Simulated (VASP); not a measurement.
Set up this calculation in VASP 6.6.1, as the native input.

```yaml
Task: single point
Functional: LDA
Potentials_or_basis: VASP PAW LDA potentials, release 64 (Mn_pv, O)
Cutoff: 520 eV
k_mesh: 7 × 7 × 7
Occupations: gaussian, width 0.05 eV
Spin: collinear spin, ferromagnetic start
Starting_moments: "[4.66, 0.24] μB"
Hubbard_terms: Mn d U = 4.0 eV, J = 0.7 eV
Dipole_correction: no
LDAUTYPE: 1
Hund's_J: 0.7
Further_INCAR_settings: ALGO = Normal; EDIFF = 1e-06; NBANDS = 20
```

The structure of MnO lies in POSCAR:

```
MnO
1.0
    0.0000000000      2.2220003300      2.2220003300
    2.2220003300      0.0000000000      2.2220003300
    2.2220003300      2.2220003300      0.0000000000
Mn O
1 1
Direct
    0.0000000000      0.0000000000      0.0000000000
    0.5000000000      0.5000000000      0.5000000000
```

These files were run (other wordings do the same):

INCAR

```
SYSTEM = MnO
ALGO     = Normal         ! electronic algorithm
EDIFF    = 1E-6           ! SCF threshold, eV
ENCUT    = 520            ! plane-wave cutoff, eV
GGA      = CA             ! functional
ISIF     = 2              ! what is computed and relaxed
ISMEAR   = 0              ! smearing method
ISPIN    = 2              ! spin polarisation
LASPH    = .True.         ! aspherical terms in the spheres
LCHARG   = .True.         ! write CHGCAR
LDAU     = .True.         ! DFT+U
LDAUJ    = 0.7 0        
LDAUL    = 2 -1           ! shell
LDAUPRINT= 1            
LDAUTYPE = 1            
LDAUU    = 4 0            ! U, eV
LELF     = .True.         ! ELF
LMAXMIX  = 4              ! l up to which the mixer works
LORBIT   = 11             ! projections on sites
LREAL    = .False.        ! projectors in reciprocal space
LVHAR    = .True.       
LWAVE    = .False.        ! write WAVECAR
MAGMOM   = 4.66 0.24      ! initial moments
NBANDS   = 20             ! bands
NELM     = 150            ! most SCF steps
PREC     = Accurate       ! precision mode
SIGMA    = 0.05           ! smearing width, eV
```

KPOINTS

```
k-points
0
Gamma
  7 7 7
  0 0 0
```

Potentials or basis: VASP PAW LDA potentials, release 64 (Mn_pv, O).

Launch:

```console
$ cat potpaw_LDA.64/Mn_pv/POTCAR potpaw_LDA.64/O/POTCAR > POTCAR
$ mpirun -np 1 vasp_std > vasp.out
```

It gave:

| Property | Result |
| --- | --- |
| Pressure | -5.3 GPa |
| Band gap on the k mesh | 0.16 eV, indirect (least direct gap 2.73 eV) |
| Net moment | 5.00 μB per cell |
| Site moments | Mn +4.56; O +0.19 μB |
| Valence electrons inside the program's atomic spheres | Mn 11.37; O 4.97 |

Caveat: a cell with one magnetic atom can't hold antiferromagnetic order, which such compounds often take.

It took 12 s on 1 thread of Intel Xeon 8259CL, on a shared host, peak memory 0.14 GiB.
